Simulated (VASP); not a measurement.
# HfV2 (C15 type) (Fd-3m) in VASP: density of states with LDA

Aim: the density of states of HfV2 (C15 type) with LDA.

Everything below comes from runs of VASP 6.6.1. Logs are shortened: lines on timing, memory, paths and dates and some standing lists are left out, and cuts for length are marked.

### 1 The cell of the first run

Symmetry: Fd-3m, No. 227, cubic system. The conventional cell has a = 7.136 Å, b = 7.136 Å, c = 7.136 Å, α = 90.00°, β = 90.00°, γ = 90.00°. Within 3.9 Å of Hf (site symmetry -43m) lie 12 V at 2.96 Å and 4 Hf at 3.09 Å. Within 3.3 Å of V (site symmetry -3m) lie 6 V at 2.52 Å and 6 Hf at 2.96 Å.

### 2 Density of states, LDA

Contents of POSCAR:

```
HfV2
1.0
    0.0000000000      3.5677883035      3.5677883035
    3.5677883035      0.0000000000      3.5677883035
    3.5677883035      3.5677883035      0.0000000000
Hf V
2 4
Direct
    0.1250000000      0.1250000000      0.1250000000
   -0.1250000000     -0.1250000000     -0.1250000000
    0.5000000000      0.5000000000      0.5000000000
    0.5000000000      0.5000000000      0.0000000000
    0.5000000000      0.0000000000      0.5000000000
    0.0000000000      0.5000000000      0.5000000000
```

Contents of INCAR.step1:

```
PREC     = Accurate       # precision mode
ENCUT    = 520            # plane-wave cutoff, eV
EDIFF    = 1E-6           # SCF threshold, eV
ISMEAR   = -1             # smearing method
SIGMA    = 0.05           # smearing width, eV
LREAL    = F              # projectors in reciprocal space
LASPH    = T              # aspherical terms in the spheres
NELM     = 60             # most SCF steps
ALGO     = Normal         # electronic algorithm
ISIF     = 2              # what is computed and relaxed
LWAVE    = F              # write WAVECAR
LCHARG   = T              # write CHGCAR
LMAXMIX  = 4              # l up to which the mixer works
GGA      = CA             # functional
NBANDS   = 45             # bands
```

Contents of KPOINTS.step1:

```
Automatic mesh
0
Gamma
  8 8 8
```

Contents of INCAR.step2:

```
PREC     = Accurate       # precision mode
ENCUT    = 520            # plane-wave cutoff, eV
EDIFF    = 1E-6           # SCF threshold, eV
ISMEAR   = -5             # smearing method
SIGMA    = 0.05           # smearing width, eV
LREAL    = F              # projectors in reciprocal space
LASPH    = T              # aspherical terms in the spheres
NELM     = 60             # most SCF steps
ALGO     = Normal         # electronic algorithm
ISIF     = 2              # what is computed and relaxed
LWAVE    = F              # write WAVECAR
LCHARG   = F              # write CHGCAR
LMAXMIX  = 4              # l up to which the mixer works
GGA      = CA             # functional
LORBIT   = 11             # projections on sites
NEDOS    = 2001           # points of the DOS
ICHARG   = 11             # starting density
```

Contents of KPOINTS.step2:

```
Automatic mesh
0
Gamma
  12 12 12
```

Potentials or basis: VASP PAW LDA potentials, release 64 (Hf_pv, V_sv).

Command:

```sh
cat potpaw_LDA.64/Hf_pv/POTCAR potpaw_LDA.64/V_sv/POTCAR > POTCAR
cp INCAR.step1 INCAR
cp KPOINTS.step1 KPOINTS
mpirun -np 1 vasp_std > vasp.out
cp INCAR.step2 INCAR
cp KPOINTS.step2 KPOINTS
mpirun -np 1 vasp_std > vasp.out
```

OUTCAR:

```text
PREC = Accurate
   ENCUT = 520
   EDIFF = 1E-6
   ISMEAR = -5
   LREAL = F
   LASPH = T
   NELM = 60
   ISIF = 2
   GGA = CA
   LORBIT = 11
   ICHARG = 11

 ion  position               nearest neighbor table
   1  0.125  0.125  0.125-   4 2.96   5 2.96   6 2.96   5 2.96   6 2.96   6 2.96   5 2.96   4 2.96
                             3 2.96   3 2.96   4 2.96   3 2.96   2 3.09   2 3.09   2 3.09   2 3.09
   2  0.875  0.875  0.875-   5 2.96   6 2.96   5 2.96   6 2.96   4 2.96   5 2.96   6 2.96   3 2.96
                             3 2.96   4 2.96   4 2.96   3 2.96   1 3.09   1 3.09   1 3.09   1 3.09
   3  0.500  0.500  0.500-   4 2.52   5 2.52   6 2.52   4 2.52   5 2.52   6 2.52   2 2.96   1 2.96
                             2 2.96   1 2.96   2 2.96   1 2.96
   4  0.500  0.500  0.000-   3 2.52   3 2.52   5 2.52   6 2.52   5 2.52   6 2.52   1 2.96   2 2.96
                             2 2.96   1 2.96   2 2.96   1 2.96
   5  0.500  0.000  0.500-   3 2.52   4 2.52   3 2.52   4 2.52   6 2.52   6 2.52   1 2.96   1 2.96
                             2 2.96   1 2.96   2 2.96   2 2.96
   6  0.000  0.500  0.500-   3 2.52   4 2.52   5 2.52   3 2.52   4 2.52   5 2.52   1 2.96   2 2.96
                             1 2.96   2 2.96   1 2.96   2 2.96

  LATTYP: Found a face centered cubic cell.
 ALAT       =     7.1355766070

  Lattice vectors:

 A1 = (   0.0000000000,   3.5677883035,   3.5677883035)
 A2 = (   3.5677883035,   0.0000000000,   3.5677883035)
 A3 = (   3.5677883035,   3.5677883035,   0.0000000000)

Analysis of symmetry for initial positions (statically):
=====================================================================
 Subroutine PRICEL returns:
 Original cell was already a primitive cell.

 Routine SETGRP: Setting up the symmetry group for a
 face centered cubic supercell.

 Subroutine GETGRP returns: Found 48 space group operations
 (whereof 12 operations were pure point group operations)
 out of a pool of 48 trial point group operations.

The static configuration has the point symmetry D_3d.
 The point group associated with its full space group is O_h .

Analysis of symmetry for dynamics (positions and initial velocities):
=====================================================================
 Subroutine PRICEL returns:
 Original cell was already a primitive cell.

 Routine SETGRP: Setting up the symmetry group for a
 face centered cubic supercell.

 Subroutine GETGRP returns: Found 48 space group operations
 (whereof 12 operations were pure point group operations)
 out of a pool of 48 trial point group operations.

[... 119 lines left out ...]
   POTIM  = 0.5000    time-step for ionic-motion
   TEBEG  =    0.0;   TEEND  =   0.0 temperature during run
   PSTRESS=    0.0 pullay stress
   NELECT =      72.0000    total number of electrons
   NUPDOWN=      -1.0000    fix difference up-down
   EMIN   =  10.00;   EMAX   =-10.00  energy-range for DOS
   EFERMI =   0.00;   METHOD = LEGACY
   ISMEAR =    -5;   SIGMA  =   0.05  broadening in eV -4-tet -1-fermi 0-gaus
   EFERMI_NEDOS =   21; number of points for ismear=-14 and -15
   IALGO  =     38    algorithm
   IMIX   =      4    mixing-type and parameters
     AMIX     =   0.40;   BMIX     =  1.00
     AMIX_MAG =   1.60;   BMIX_MAG =  1.00
  volume/ion in A,a.u.               =      15.14       102.16
  Fermi-wavevector in a.u.,A,eV,Ry     =   1.515107  2.863137 31.232836  2.295549
  Thomas-Fermi vector in A             =   2.624675
   LORBIT       =     11    0 simple, 1 ext, 2 COOP (PROOUT), +10 PAW based schemes
   GGA     = CA    functional components
   LHFCALC =     F    Hartree Fock is set to
   AEXX    =    0.0000 exact exchange contribution
   IVDW    =     0    specifies the selected vdW correction
   LEPSILON=     F    determine dielectric tensor
   LRPA    =     F    only Hartree local field effects (RPA)
 non-spin polarized calculation
 Fermi weights with tetrahedron method with Bloechl corrections
  energy-cutoff  :      520.00
  volume of cell :       90.83
 maximum number of plane-waves:      2468
 NGX is ok and might be reduce to    40

 number of electron      72.0000023 magnetization

 Free energy of the ion-electron system (eV)
  ---------------------------------------------------
  ext. energy  EPLUGINS =         0.00000000
  ---------------------------------------------------
  free energy    TOTEN  =       -61.03201899 eV

  energy without entropy =      -61.03201899  energy(sigma->0) =      -61.03201899

 E-fermi :   7.8235     XC(G=0): -12.8615

 val. band max:        7.8624729714   @ k =  -0.2500   0.5000   0.2500
 cond. band min:       7.8140048246   @ k =  -0.3333   0.2500   0.0833
 fundamental gap:     -0.0484681468
 Fermi energy:         7.8235111970

 k-point     1 :       0.0000    0.0000    0.0000
  band No.  band energies     occupation
      1     -54.8337      2.00000
      2     -54.5878      2.00000
      3     -54.5878      2.00000
      4     -54.5878      2.00000
      5     -29.8366      2.00000
      6     -29.3107      2.00000
[... 1093 lines left out ...]
     42       9.8082      0.00000
     43      10.2547      0.00000

 [... further k-points ...]
[... 5 lines left out ...]
  --------------------------------------------------------------------------------------
  -------------------------------------------------------------------------------------
  Total        0.1128636      0.1128636      0.1128636     -0.0000000      0.0000000      0.0000000
  in kB        1.9908435      1.9908435      1.9908435     -0.0000000      0.0000000      0.0000000
  external PRESSURE =       1.9908435 kB  Pullay stress =       0.0000000 kB

 VOLUME and BASIS-vectors are now :
 -----------------------------------------------------------------------------
  energy-cutoff  :      520.00
  volume of cell :       90.83
      direct lattice vectors                 reciprocal lattice vectors
     0.000000000  3.567788303  3.567788303    -0.140142844  0.140142844  0.140142844
     3.567788303  0.000000000  3.567788303     0.140142844 -0.140142844  0.140142844
     3.567788303  3.567788303  0.000000000     0.140142844  0.140142844 -0.140142844

 POSITION                                       TOTAL-FORCE (eV/Angst)
 -----------------------------------------------------------------------------------
      0.89195      0.89195      0.89195         0.000000      0.000000      0.000000
      6.24363      6.24363      6.24363        -0.000000     -0.000000     -0.000000
      3.56779      3.56779      3.56779         0.000000     -0.000000     -0.000000
      1.78389      1.78389      3.56779         0.000000     -0.000000     -0.000000
      1.78389      3.56779      1.78389         0.000000     -0.000000     -0.000000
      3.56779      1.78389      1.78389         0.000000     -0.000000     -0.000000
 -----------------------------------------------------------------------------------
    total drift:                               -0.000000     -0.000000      0.000000

  FREE ENERGIE OF THE ION-ELECTRON SYSTEM (eV)
  ---------------------------------------------------
  free  energy   TOTEN  =       -61.0320189944 eV

  energy  without entropy=      -61.0320189944  energy(sigma->0) =      -61.03201899

 total charge

# of ion       s       p       d       tot
------------------------------------------
    1        0.401   6.452   1.725   8.577
    2        0.401   6.452   1.725   8.577
    3        2.378   6.205   3.225  11.809
    4        2.378   6.205   3.225  11.809
    5        2.378   6.205   3.225  11.809
    6        2.378   6.205   3.225  11.809
--------------------------------------------------
tot         10.314  37.725  16.350  64.389
```

Wall time 3.9 min (1 thread of AMD EPYC 7R13 (Zen 3), shared host); peak memory 0.31 GiB.

Results:

```yaml
Valence_electrons_inside_the_program's_atomic_spheres: Hf 8.58; V 11.81
```

Levels at points of the mesh, in eV from the Fermi level:
```csv
k point,band 33,band 34,band 35,band 36,band 37,band 38,band 39,band 40
"(0.00, 0.00, 0.00)",-0.41,-0.41,0.59,0.59,0.59,1.69,1.69,1.69
"(0.50, 0.00, 0.00)",-0.38,-0.38,-0.38,0.08,0.08,0.09,2.13,2.16
"(0.50, 0.50, 0.00)",-0.47,-0.47,-0.36,-0.36,-0.10,-0.10,0.60,0.60
```

Caveat: spin-orbit coupling is left out, which moves the levels of the heavy elements; tetrahedron occupations give inexact forces and stress in metals.
